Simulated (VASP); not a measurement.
# BAs (F-43m) in VASP: single point with r2SCAN

Aim: the single point of BAs with r2SCAN.

All numbers are computed with VASP 6.6.1; they aren't measurements. Logs are shortened: lines on timing, memory, paths and dates and some standing lists are left out, and cuts for length are marked.

## Step 1: The cell of the first run

It takes space group F-43m (No. 216, cubic). The conventional cell has a = 4.777 Å, b = 4.777 Å, c = 4.777 Å, α = 90.00°, β = 90.00°, γ = 90.00°. Within 2.7 Å of B (site symmetry -43m) lie 4 As at 2.07 Å. Within 2.7 Å of As (site symmetry -43m) lie 4 B at 2.07 Å.

## Step 2: Single point, r2SCAN

POSCAR

```
BAs
1.0
    0.0000000000      2.3885000000      2.3885000000
    2.3885000000      0.0000000000      2.3885000000
    2.3885000000      2.3885000000      0.0000000000
B As
1 1
Direct
    0.0000000000      0.0000000000      0.0000000000
    0.2500000000      0.2500000000      0.2500000000
```

INCAR.step1

```
SYSTEM = BAs
ALGO = Normal ; EDIFF = 1E-4
ENCUT = 520 ; GGA = PE
ISMEAR = 0 ; LASPH = .TRUE.
LCHARG = .FALSE. ; LREAL = .FALSE.
LWAVE = .TRUE. ; NBANDS = 11
NELM = 60 ; PREC = Accurate
SIGMA = 0.01
```

INCAR.step2

```
SYSTEM = BAs
ALGO = Normal ; EDIFF = 1E-7
ENCUT = 520 ; ISIF = 2
ISMEAR = 0 ; ISTART = 1
LASPH = .TRUE. ; LCHARG = .TRUE.
LELF = .TRUE. ; LMIXTAU = .TRUE.
LREAL = .FALSE. ; LVHAR = .TRUE.
LWAVE = .FALSE. ; METAGGA = R2SCAN
NBANDS = 11 ; NELM = 60
PREC = Accurate ; SIGMA = 0.01
```

KPOINTS

```
k-points
0
G
  6 6 6
  0 0 0
```

Potentials or basis: VASP PAW PBE potentials, release 64 (B, As).

The run is started by

```bash
$ cat potpaw_PBE.64/B/POTCAR potpaw_PBE.64/As/POTCAR > POTCAR
$ cp INCAR.step1 INCAR
$ mpirun -np 1 vasp_std > vasp.out
$ cp INCAR.step2 INCAR
$ mpirun -np 1 vasp_std > vasp.out
```

OUTCAR:

```text
SYSTEM = BAs
   EDIFF = 1E-7
   ENCUT = 520
   ISIF = 2
   ISMEAR = 0
   ISTART = 1
   LASPH = .TRUE.
   LREAL = .FALSE.
   METAGGA = R2SCAN
   NELM = 60
   PREC = Accurate

 ion  position               nearest neighbor table
   1  0.000  0.000  0.000-   2 2.07   2 2.07   2 2.07   2 2.07
   2  0.250  0.250  0.250-   1 2.07   1 2.07   1 2.07   1 2.07

  LATTYP: Found a face centered cubic cell.
 ALAT       =     4.7770000000

  Lattice vectors:

 A1 = (   0.0000000000,   2.3885000000,   2.3885000000)
 A2 = (   2.3885000000,   0.0000000000,   2.3885000000)
 A3 = (   2.3885000000,   2.3885000000,   0.0000000000)

Analysis of symmetry for initial positions (statically):
=====================================================================
 Subroutine PRICEL returns:
 Original cell was already a primitive cell.

 Routine SETGRP: Setting up the symmetry group for a
 face centered cubic supercell.

 Subroutine GETGRP returns: Found 24 space group operations
 (whereof 24 operations were pure point group operations)
 out of a pool of 48 trial point group operations.

The static configuration has the point symmetry T_d .

Analysis of symmetry for dynamics (positions and initial velocities):
=====================================================================
 Subroutine PRICEL returns:
 Original cell was already a primitive cell.

 Routine SETGRP: Setting up the symmetry group for a
 face centered cubic supercell.

 Subroutine GETGRP returns: Found 24 space group operations
 (whereof 24 operations were pure point group operations)
 out of a pool of 48 trial point group operations.

The dynamic configuration has the point symmetry T_d .

 Subroutine INISYM returns: Found 24 space group operations
 (whereof 24 operations are pure point group operations),
 and found     1 'primitive' translations

----------------------------------------------------------------------------------------

                                     Primitive cell

  volume of cell :      27.2525

  direct lattice vectors                    reciprocal lattice vectors
     0.000000000  2.388500000  2.388500000    -0.209336404  0.209336404  0.209336404
     2.388500000  0.000000000  2.388500000     0.209336404 -0.209336404  0.209336404
     2.388500000  2.388500000  0.000000000     0.209336404  0.209336404 -0.209336404

  length of vectors
     3.377849094  3.377849094  3.377849094     0.362581287  0.362581287  0.362581287

  position of ions in fractional coordinates (direct lattice)
     0.000000000  0.000000000  0.000000000
     0.250000000  0.250000000  0.250000000

  ion indices of the primitive-cell ions
   primitive index   ion index
                 1           1
                 2           2

----------------------------------------------------------------------------------------

 KPOINTS: k-points

Automatic generation of k-mesh.
 Grid dimensions read from file:
 generate k-points for:    6    6    6

 Generating k-lattice:

  Cartesian coordinates                     Fractional coordinates (reciprocal lattice)
    -0.034889401  0.034889401  0.034889401     0.166666667  0.000000000  0.000000000
     0.034889401 -0.034889401  0.034889401     0.000000000  0.166666667  0.000000000
     0.034889401  0.034889401 -0.034889401     0.000000000  0.000000000  0.166666667

  Length of vectors
     0.060430214  0.060430214  0.060430214

  Shift w.r.t. Gamma in fractional coordinates (k-lattice)
     0.000000000  0.000000000  0.000000000

 Subroutine IBZKPT returns following result:
 ===========================================

 Found     16 irreducible k-points:

 Following reciprocal coordinates:
            Coordinates               Weight
  0.000000  0.000000  0.000000      1.000000
  0.166667  0.000000  0.000000      8.000000
  0.333333  0.000000  0.000000      8.000000
  0.500000  0.000000  0.000000      4.000000
  0.166667  0.166667  0.000000      6.000000
  0.333333  0.166667  0.000000     24.000000
[... 8 lines left out ...]
 -0.333333  0.333333  0.166667     24.000000
 -0.333333  0.500000  0.166667     12.000000
   k-points           NKPTS =     16   k-points in BZ     NKDIM =     16   number of bands    NBANDS=     11
   number of dos      NEDOS =    301   number of ions     NIONS =      2
   total plane-waves  NPLWV =  21952
   dimension x,y,z NGX =    28 NGY =   28 NGZ =   28
   dimension x,y,z NGXF=    56 NGYF=   56 NGZF=   56
   ions per type =               1   1
   NGX,Y,Z   is equivalent  to a cutoff of  13.78, 13.78, 13.78 a.u.
   NGXF,Y,Z  is equivalent  to a cutoff of  27.56, 27.56, 27.56 a.u.
 SYSTEM =  BAs
   PREC   = accura    normal or accurate (medium, high low for compatibility)
   ISTART =      1    job   : 0-new  1-cont  2-samecut
   ICHARG =      0    charge: 1-file 2-atom 10-const
   ISPIN  =      1    spin polarized calculation?
   LNONCOLLINEAR =      F non collinear calculations
   LSORBIT =      F    spin-orbit coupling
   LASPH  =      T    aspherical Exc in radial PAW
   ENCUT  =  520.0 eV  38.22 Ry    6.18 a.u.   6.28  6.28  6.28*2*pi/ulx,y,z
   NELM   =     60;   NELMIN=  2; NELMDL=  0     # of ELM steps
   EDIFF  = 0.1E-06   stopping-criterion for ELM
   LREAL  =      F    real-space projection
   EDIFFG = 0.1E-05   stopping-criterion for IOM
   NSW    =      0    number of steps for IOM
   IBRION =     -1    ionic relax: 0-MD 1-quasi-New 2-CG
   NFREE  =      0    steps in history (QN), initial steepest desc. (CG)
   ISIF   =      2    stress and relaxation
   ISYM   =      2    0-nonsym 1-usesym 2-fastsym
   POTIM  = 0.5000    time-step for ionic-motion
   TEBEG  =    0.0;   TEEND  =   0.0 temperature during run
   PSTRESS=    0.0 pullay stress
   NELECT =       8.0000    total number of electrons
   NUPDOWN=      -1.0000    fix difference up-down
   EMIN   =  10.00;   EMAX   =-10.00  energy-range for DOS
   EFERMI =   0.00;   METHOD = LEGACY
   ISMEAR =     0;   SIGMA  =   0.01  broadening in eV -4-tet -1-fermi 0-gaus
   EFERMI_NEDOS =   21; number of points for ismear=-14 and -15
   IALGO  =     38    algorithm
   IMIX   =      4    mixing-type and parameters
     AMIX     =   0.40;   BMIX     =  1.00
     AMIX_MAG =   1.60;   BMIX_MAG =  1.00
  volume/ion in A,a.u.               =      13.63        91.95
  Fermi-wavevector in a.u.,A,eV,Ry     =   1.088018  2.056057 16.106360  1.183784
  Thomas-Fermi vector in A             =   2.224191
   LORBIT       =      0    0 simple, 1 ext, 2 COOP (PROOUT), +10 PAW based schemes
   METAGGA = R2SCAN    functional components
   LHFCALC =     F    Hartree Fock is set to
   AEXX    =    0.0000 exact exchange contribution
   IVDW    =     0    specifies the selected vdW correction
   LEPSILON=     F    determine dielectric tensor
   LRPA    =     F    only Hartree local field effects (RPA)
 non-spin polarized calculation
 Gauss-broadening in eV      SIGMA  =   0.01
  energy-cutoff  :      520.00
  volume of cell :       27.25
 maximum number of plane-waves:       754
 NGX is ok and might be reduce to    28
   NGX = 13   NGY = 13   NGZ = 13

 number of electron       8.0000000 magnetization

 Free energy of the ion-electron system (eV)
  ---------------------------------------------------
  ext. energy  EPLUGINS =         0.00000000
  ---------------------------------------------------
  free energy    TOTEN  =       -22.23722683 eV

  energy without entropy =      -22.23722683  energy(sigma->0) =      -22.23722683

 E-fermi :   6.1610     XC(G=0): -11.1306

 val. band max:        6.0290634927   @ k =   0.0000   0.0000   0.0000
 cond. band min:       7.4924599496   @ k =   0.3333   0.3333   0.0000
 fundamental gap:      1.4633964568
 Fermi energy:         6.1610418247

 k-point     1 :       0.0000    0.0000    0.0000
  band No.  band energies     occupation
      1     -10.1302      2.00000
      2       6.0291      2.00000
      3       6.0291      2.00000
      4       6.0291      2.00000
      5       9.4728      0.00000
      6       9.4728      0.00000
      7       9.4728      0.00000
      8      11.1824      0.00000
      9      16.4031      0.00000
     10      19.4660      0.00000
     11      19.4660      0.00000

 k-point     2 :       0.1667    0.0000    0.0000
  band No.  band energies     occupation
      1      -9.6543      2.00000
      2       2.9160      2.00000
      3       5.3024      2.00000
      4       5.3024      2.00000
      5       9.6173      0.00000
      6      10.4197      0.00000
      7      10.4197      0.00000
      8      13.2158      0.00000
      9      17.8425      0.00000
     10      17.8485      0.00000
     11      17.8485      0.00000

 k-point     3 :       0.3333    0.0000    0.0000
  band No.  band energies     occupation
      1      -8.3229      2.00000
      2      -1.0587      2.00000
      3       4.4151      2.00000
      4       4.4151      2.00000
      5       9.1812      0.00000
      6      11.1319      0.00000
      7      11.1319      0.00000
      8      15.4190      0.00000
      9      18.3068      0.00000
     10      18.6569      0.00000
     11      18.6569      0.00000

 k-point     4 :       0.5000    0.0000    0.0000
  band No.  band energies     occupation
      1      -7.1062      2.00000
      2      -3.2145      2.00000
      3       4.0900      2.00000
      4       4.0900      2.00000
      5       9.0033      0.00000
      6      11.0831      0.00000
      7      11.0831      0.00000
      8      15.6034      0.00000
      9      19.6691      0.00000
     10      21.4304      0.00000
     11      21.4304      0.00000

 k-point     5 :       0.1667    0.1667    0.0000
  band No.  band energies     occupation
      1      -9.4937      2.00000
      2       3.6215      2.00000
      3       4.2144      2.00000
      4       4.2144      2.00000
      5       8.4742      0.00000
      6      11.9948      0.00000
      7      11.9948      0.00000
      8      12.1318      0.00000
      9      16.2778      0.00000
     10      18.6497      0.00000
     11      20.1669      0.00000
[... 99 lines left out ...]
 k-point    13 :       0.5000    0.5000    0.0000
  band No.  band energies     occupation
      1      -5.6701      2.00000
      2      -3.0351      2.00000
      3       1.7173      2.00000
      4       1.7173      2.00000
      5       7.6380      0.00000
      6       7.7211      0.00000
      7      18.1890      0.00000
      8      18.1890      0.00000
      9      19.9104      0.00000
     10      24.3099      0.00000
     11      24.6863      0.00000

 k-point    14 :       0.5000    0.3333    0.1667
  band No.  band energies     occupation
      1      -7.1786      2.00000
      2      -1.1155      2.00000
      3       0.9161      2.00000
      4       2.6420      2.00000
      5      10.1236      0.00000
      6      11.6340      0.00000
      7      12.2537      0.00000
      8      15.6478      0.00000
      9      18.2643      0.00000
     10      20.4506      0.00000
     11      23.1430      0.00000

 k-point    15 :      -0.3333    0.3333    0.1667
  band No.  band energies     occupation
      1      -6.0789      2.00000
      2      -2.5001      2.00000
      3       0.3525      2.00000
      4       1.9682      2.00000
      5      10.7413      0.00000
      6      11.6032      0.00000
      7      14.0644      0.00000
      8      15.4150      0.00000
      9      16.9106      0.00000
     10      21.3288      0.00000
     11      23.3147      0.00000

 k-point    16 :      -0.3333    0.5000    0.1667
  band No.  band energies     occupation
      1      -5.5471      2.00000
      2      -2.7153      2.00000
      3       0.6291      2.00000
      4       0.8332      2.00000
      5      10.1039      0.00000
      6      10.3670      0.00000
      7      15.2107      0.00000
      8      15.5144      0.00000
      9      19.1938      0.00000
     10      22.5787      0.00000
     11      22.7556      0.00000

------------------------ aborting loop because EDIFF is reached ----------------------------------------

  FORCE on cell =-STRESS in cart. coord.  units (eV):
  Direction    XX          YY          ZZ          XY          YZ          ZX
  --------------------------------------------------------------------------------------
  -------------------------------------------------------------------------------------
  Total        0.1539550      0.1539550      0.1539550      0.0000000      0.0000000     -0.0000000
  in kB        9.0510453      9.0510453      9.0510453      0.0000000      0.0000000     -0.0000000
  external PRESSURE =       9.0510453 kB  Pullay stress =       0.0000000 kB

 VOLUME and BASIS-vectors are now :
 -----------------------------------------------------------------------------
  energy-cutoff  :      520.00
  volume of cell :       27.25
      direct lattice vectors                 reciprocal lattice vectors
     0.000000000  2.388500000  2.388500000    -0.209336404  0.209336404  0.209336404
     2.388500000  0.000000000  2.388500000     0.209336404 -0.209336404  0.209336404
     2.388500000  2.388500000  0.000000000     0.209336404  0.209336404 -0.209336404

 POSITION                                       TOTAL-FORCE (eV/Angst)
 -----------------------------------------------------------------------------------
      0.00000      0.00000      0.00000         0.000000      0.000000      0.000000
      1.19425      1.19425      1.19425        -0.000000     -0.000000     -0.000000
 -----------------------------------------------------------------------------------
    total drift:                               -0.000000     -0.000000     -0.000000

  FREE ENERGIE OF THE ION-ELECTRON SYSTEM (eV)
  ---------------------------------------------------
  free  energy   TOTEN  =       -22.2372268263 eV

  energy  without entropy=      -22.2372268263  energy(sigma->0) =      -22.23722683
```

Run time: 49 s. Hardware: 1 thread of Intel Xeon Platinum 8259CL at 2.50GHz (Skylake/Cascade Lake), shared host; peak memory 0.16 GiB.

Results:

```yaml
Free_energy: -22.2372 eV
Pressure: 0.9 GPa
Band_gap_on_the_k_mesh: 1.46 eV, indirect (least direct gap 3.44 eV)
```

Levels at points of the mesh, in eV from the valence-band top:
| k point | band 1 | band 2 | band 3 | band 4 | band 5 | band 6 | band 7 | band 8 |
| --- | --- | --- | --- | --- | --- | --- | --- | --- |
| (0.00, 0.00, 0.00) | -16.16 | 0.00 | 0.00 | 0.00 | 3.44 | 3.44 | 3.44 | 5.15 |
| (0.50, 0.00, 0.00) | -13.14 | -9.24 | -1.94 | -1.94 | 2.97 | 5.05 | 5.05 | 9.57 |
| (0.50, 0.50, 0.00) | -11.70 | -9.06 | -4.31 | -4.31 | 1.61 | 1.69 | 12.16 | 12.16 |

Caveat: the PAW data sets were made with another functional, which shifts forces and pressure a little.
